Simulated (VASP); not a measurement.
# PbS in VASP: single point with PBE

Aim: the single point of PbS with PBE.

Everything below comes from runs of VASP 6.6.1. Logs are shortened: lines on timing, memory, paths and dates and some standing lists are left out, and cuts for length are marked.

## Step 1: The cell of the first run

The cell holds a slab with vacuum, 8 atoms: a = 4.225 Å, b = 4.227 Å, c = 23.998 Å, α = 90.00°, β = 90.00°, γ = 90.00°.

## Step 2: Single point, PBE

INCAR reads:

```
SYSTEM = PbS
ALGO     = Normal         ! electronic algorithm
DIPOL    = 0.5 0.5 0.500
EDIFF    = 1E-7           ! SCF threshold, eV
ENCUT    = 520            ! plane-wave cutoff, eV
GGA      = PE             ! functional
IDIPOL   = 3            
ISIF     = 2              ! what is computed and relaxed
ISMEAR   = -1             ! smearing method
LASPH    = .True.         ! aspherical terms in the spheres
LCHARG   = .True.         ! write CHGCAR
LDIPOL   = .True.       
LELF     = .True.         ! ELF
LREAL    = .False.        ! projectors in reciprocal space
LVACPOTAV= .True.       
LVHAR    = .True.       
LWAVE    = .False.        ! write WAVECAR
NBANDS   = 50             ! bands
NELM     = 100            ! most SCF steps
PREC     = Accurate       ! precision mode
SIGMA    = 0.05           ! smearing width, eV
```

KPOINTS reads:

```
k-points
0
Gamma
  6 6 1
  0 0 0
```

POSCAR reads:

```
PbS
1.0
    4.2253234116      0.0000000000      0.0000000000
    0.0000000000      4.2269191050      0.0000000000
    0.0000000000      0.0000000000     23.9980080603
S Pb
4 4
Direct
    0.5000000000      0.4508071274      0.3125259389
    0.0000000000      0.9511845636      0.4370495501
    0.5000000000      0.4515619998      0.5615731614
    0.0000000000      0.9519394360      0.6860967727
    0.0000000000      0.9618717620      0.3139032273
    0.5000000000      0.4622491982      0.4384268386
    0.0000000000      0.9626266344      0.5629504499
    0.5000000000      0.4630040706      0.6874740611
```

Potentials or basis: VASP PAW PBE potentials, release 64 (S, Pb_d).

The run is started by

```console
cat potpaw_PBE.64/S/POTCAR potpaw_PBE.64/Pb_d/POTCAR > POTCAR
mpirun -np 1 vasp_std > vasp.out
```

OUTCAR:

```text
SYSTEM = PbS
   EDIFF = 1E-7
   ENCUT = 520
   GGA = PE
   ISIF = 2
   ISMEAR = -1
   LASPH = .True.
   LREAL = .False.
   NELM = 100
   PREC = Accurate

 ion  position               nearest neighbor table
   1  0.500  0.451  0.313-   5 2.96   5 2.96   6 3.02   5 3.02   5 3.02
   2  0.000  0.951  0.437-   5 2.96   6 2.96   6 2.96   6 3.02   6 3.02   7 3.02
   3  0.500  0.452  0.562-   6 2.96   7 2.96   7 2.96   8 3.02   7 3.02   7 3.02
   4  0.000  0.952  0.686-   7 2.96   8 2.96   8 2.96   8 3.02   8 3.02
   5  0.000  0.962  0.314-   2 2.96   1 2.96   1 2.96   1 3.02   1 3.02
   6  0.500  0.462  0.438-   3 2.96   2 2.96   2 2.96   1 3.02   2 3.02   2 3.02
   7  0.000  0.963  0.563-   4 2.96   3 2.96   3 2.96   3 3.02   3 3.02   2 3.02
   8  0.500  0.463  0.687-   4 2.96   4 2.96   3 3.02   4 3.02   4 3.02

  LATTYP: Found a simple orthorhombic cell.
 ALAT       =     4.2253234116
 B/A-ratio  =     1.0003776500
 C/A-ratio  =     5.6795671532

  Lattice vectors:

 A1 = (   4.2253234116,   0.0000000000,   0.0000000000)
 A2 = (   0.0000000000,   4.2269191050,   0.0000000000)
 A3 = (   0.0000000000,   0.0000000000,  23.9980080603)

Analysis of symmetry for initial positions (statically):
=====================================================================
 Subroutine PRICEL returns:
 Original cell was already a primitive cell.

 Routine SETGRP: Setting up the symmetry group for a
 simple orthorhombic supercell.

 Subroutine GETGRP returns: Found  2 space group operations
 (whereof  2 operations were pure point group operations)
 out of a pool of  8 trial point group operations.

The static configuration has the point symmetry C_1h.

Analysis of symmetry for dynamics (positions and initial velocities):
=====================================================================
 Subroutine PRICEL returns:
 Original cell was already a primitive cell.

 Routine SETGRP: Setting up the symmetry group for a
 simple orthorhombic supercell.

 Subroutine GETGRP returns: Found  2 space group operations
 (whereof  2 operations were pure point group operations)
 out of a pool of  8 trial point group operations.

The dynamic configuration has the point symmetry C_1h.

 Subroutine INISYM returns: Found  2 space group operations
 (whereof  2 operations are pure point group operations),
 and found     1 'primitive' translations

----------------------------------------------------------------------------------------

[... 103 lines left out ...]
   POTIM  = 0.5000    time-step for ionic-motion
   TEBEG  =    0.0;   TEEND  =   0.0 temperature during run
   PSTRESS=    0.0 pullay stress
   NELECT =      80.0000    total number of electrons
   NUPDOWN=      -1.0000    fix difference up-down
   EMIN   =  10.00;   EMAX   =-10.00  energy-range for DOS
   EFERMI =   0.00;   METHOD = LEGACY
   ISMEAR =    -1;   SIGMA  =   0.05  broadening in eV -4-tet -1-fermi 0-gaus
   EFERMI_NEDOS =   21; number of points for ismear=-14 and -15
   IALGO  =     38    algorithm
   IMIX   =      4    mixing-type and parameters
     AMIX     =   0.40;   BMIX     =  1.00
     AMIX_MAG =   1.60;   BMIX_MAG =  1.00
  volume/ion in A,a.u.               =      53.58       361.55
  Fermi-wavevector in a.u.,A,eV,Ry     =   0.935589  1.768007 11.909545  0.875327
  Thomas-Fermi vector in A             =   2.062512
   LORBIT       =      0    0 simple, 1 ext, 2 COOP (PROOUT), +10 PAW based schemes
   GGA     = PE    functional components
   LHFCALC =     F    Hartree Fock is set to
   AEXX    =    0.0000 exact exchange contribution
   IVDW    =     0    specifies the selected vdW correction
   LEPSILON=     F    determine dielectric tensor
   LRPA    =     F    only Hartree local field effects (RPA)
 non-spin polarized calculation
  energy-cutoff  :      520.00
  volume of cell :      428.61
 maximum number of plane-waves:     11600
 NGX is ok and might be reduce to    32
   NGX = 15   NGY = 15   NGZ = 89

 number of electron      80.0000011 magnetization

 dipolmoment           0.000000      0.000000     -0.037794 electrons x Angstroem

 Free energy of the ion-electron system (eV)
  ---------------------------------------------------
  ext. energy  EPLUGINS =         0.00000000
  ---------------------------------------------------
  free energy    TOTEN  =       -34.54084990 eV

  energy without entropy =      -34.54083336  energy(sigma->0) =      -34.54084163

 E-fermi :   0.9612     XC(G=0):  -5.2838

 val. band max:        0.5202178543   @ k =   0.0000   0.5000   0.0000
 cond. band min:       1.4227612903   @ k =   0.0000   0.5000   0.0000
 fundamental gap:      0.9025434360
 Fermi energy:         0.9611747789

 k-point     1 :       0.0000    0.0000    0.0000
  band No.  band energies     occupation
      1     -16.4786      2.00000
      2     -16.3985      2.00000
      3     -16.3982      2.00000
      4     -16.3679      2.00000
      5     -16.3265      2.00000
      6     -16.2033      2.00000
[... 837 lines left out ...]
     49       5.7236      0.00000
     50       5.7237      0.00000

------------------------ aborting loop because EDIFF is reached ----------------------------------------

  FORCE on cell =-STRESS in cart. coord.  units (eV):
  Direction    XX          YY          ZZ          XY          YZ          ZX
  --------------------------------------------------------------------------------------
  -------------------------------------------------------------------------------------
  Total       -0.4975000     -0.4784469     -2.5276299      0.0000000     -0.0159774      0.0000000
  in kB       -1.8597074     -1.7884847     -9.4485461      0.0000000     -0.0597252      0.0000000
  external PRESSURE =      -4.3655794 kB  Pullay stress =       0.0000000 kB

 VOLUME and BASIS-vectors are now :
 -----------------------------------------------------------------------------
  energy-cutoff  :      520.00
  volume of cell :      428.61
      direct lattice vectors                 reciprocal lattice vectors
     4.225323412  0.000000000  0.000000000     0.236668274  0.000000000  0.000000000
     0.000000000  4.226919105  0.000000000     0.000000000  0.236578930  0.000000000
     0.000000000  0.000000000 23.998008060     0.000000000  0.000000000  0.041670125

 POSITION                                       TOTAL-FORCE (eV/Angst)
 -----------------------------------------------------------------------------------
      2.11266      1.90553      7.50000         0.000000     -0.023492      0.329354
      0.00000      4.02058     10.48832         0.000000      0.027595     -0.296796
      2.11266      1.90872     13.47664         0.000000      0.030702      0.606649
      0.00000      4.02377     16.46496         0.000000     -0.026660     -0.139088
      0.00000      4.06575      7.53305         0.000000      0.024548      0.231505
      2.11266      1.95389     10.52137         0.000000     -0.027204     -0.560290
      0.00000      4.06894     13.50969         0.000000     -0.029294      0.235626
      2.11266      1.95708     16.49801         0.000000      0.023805     -0.406960
 -----------------------------------------------------------------------------------
    total drift:                                0.000000      0.000421      0.000321

  FREE ENERGIE OF THE ION-ELECTRON SYSTEM (eV)
  ---------------------------------------------------
  free  energy   TOTEN  =       -34.5408498950 eV

  energy  without entropy=      -34.5408333646  energy(sigma->0) =      -34.54084163

 vacuum level on the upper side and lower side of the slab         4.578         4.961
```

OSZICAR:

```text
N       E                     dE             d eps       ncg     rms          rms(c)
DAV:   1     0.850482612005E+03    0.85048E+03   -0.34709E+04  1680   0.143E+03
DAV:   2     0.824107183575E+02   -0.76807E+03   -0.73950E+03  1760   0.387E+02
DAV:   3    -0.304013551481E+02   -0.11281E+03   -0.10940E+03  2160   0.181E+02
[... 17 lines left out ...]
DAV:  21    -0.345408453315E+02   -0.10947E-04   -0.67584E-07  1436   0.188E-03    0.353E-04
DAV:  22    -0.345408482811E+02   -0.29496E-05   -0.13757E-07  1372   0.920E-04    0.231E-04
DAV:  23    -0.345408494792E+02   -0.11981E-05   -0.46367E-08  1188   0.681E-04    0.136E-04
DAV:  24    -0.345408498521E+02   -0.37284E-06   -0.15209E-08  1236   0.383E-04    0.655E-05
DAV:  25    -0.345408498950E+02   -0.42951E-07   -0.41210E-09  1124   0.365E-04
   1 F= -.34540850E+02 E0= -.34540842E+02  d E =-.165304E-04
```

stdout:

```text
POSCAR found type information on POSCAR S Pb
 POSCAR found :  2 types and       8 ions
 scaLAPACK will be used
 LDA part: xc-table for (Slater+PW92), standard interpolation
 POSCAR, INCAR and KPOINTS ok, starting setup
 FFT: planning ... GRIDC
 FFT: planning ... GRID_SOFT
 FFT: planning ... GRID
 WAVECAR not read
 entering main loop
 -----------------------------------------------------------------------------
|                                                                             |
|           W    W    AA    RRRRR   N    N  II  N    N   GGGG   !!!           |
|           W    W   A  A   R    R  NN   N  II  NN   N  G    G  !!!           |
|           W    W  A    A  R    R  N N  N  II  N N  N  G       !!!           |
|           W WW W  AAAAAA  RRRRR   N  N N  II  N  N N  G  GGG   !            |
|           WW  WW  A    A  R   R   N   NN  II  N   NN  G    G                |
|           W    W  A    A  R    R  N    N  II  N    N   GGGG   !!!           |
|                                                                             |
|     Did not find any points to average over, which means that no vacuum     |
|     field-free region was found. Please increase the size of  your cell     |
|     in the dimension of the dipole correction to obtain accurate            |
|     workfunction values.                                                    |
|                                                                             |
 -----------------------------------------------------------------------------
```

Run time: 9.3 min. Hardware: 1 thread of AMD EPYC 7R43 (Zen 3), shared host; peak memory 0.54 GiB.

What came out:

```yaml
Free_energy: -34.5408 eV
Largest_force: 0.607 eV/Å
Band_gap_on_the_k_mesh: 0.90 eV
```

Forces on the atoms (eV/Å):
```
S    0.000 -0.023  0.329
S    0.000  0.028 -0.297
S    0.000  0.031  0.607
S    0.000 -0.027 -0.139
Pb   0.000  0.025  0.232
Pb   0.000 -0.027 -0.560
Pb   0.000 -0.029  0.236
Pb   0.000  0.024 -0.407
```

Levels at points of the mesh, in eV from the valence-band top:
```tsv
k point	band 38	band 39	band 40	band 41	band 42	band 43
(0.00, 0.00, 0.00)	-1.87	-1.46	-1.03	1.79	2.73	3.42
(0.50, 0.00, 0.00)	-0.42	-0.27	0.00	0.90	0.93	1.38
(0.00, 0.50, 0.00)	-0.42	-0.27	0.00	0.90	0.94	1.38
(0.50, 0.50, 0.00)	-2.55	-1.28	-1.07	2.30	2.61	4.27
```

Caveat: spin-orbit coupling is left out, which moves the levels of the heavy elements.
